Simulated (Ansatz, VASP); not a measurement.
## One calculation of P, two programs

```
P
1.0
     0.00000    1.73941    1.73941
     1.73941    0.00000    1.73941
     1.73941    1.73941    0.00000
P
1
Direct
  0.00000 0.00000 0.00000
```

Change from the starting cell: volume scaled by 0.76, LAPW.

Alike in both runs: task single point; functional LDA; k mesh 17 × 17 × 17; occupations fermi-dirac, width 0.1 eV; no spin polarisation.

|  | VASP | Ansatz |
| --- | --- | --- |
| version | VASP 6.6.1 | Ansatz 0.2.0 |
| potentials or method | VASP PAW LDA potentials, release 64 (P), cutoff 520 eV | all-electron LAPW, scalar-relativistic |

```tsv
	VASP	Ansatz	Ansatz less VASP
pressure (GPa)	48.9	49.6	+0.67
```

LDA's correlation is that of Perdew and Zunger in VASP and of Perdew and Wang (1992) in Ansatz. Both programs put the cell under a high pressure, so it lies far from rest at this level. Ansatz ran all-electron here, and VASP with PAW potentials.
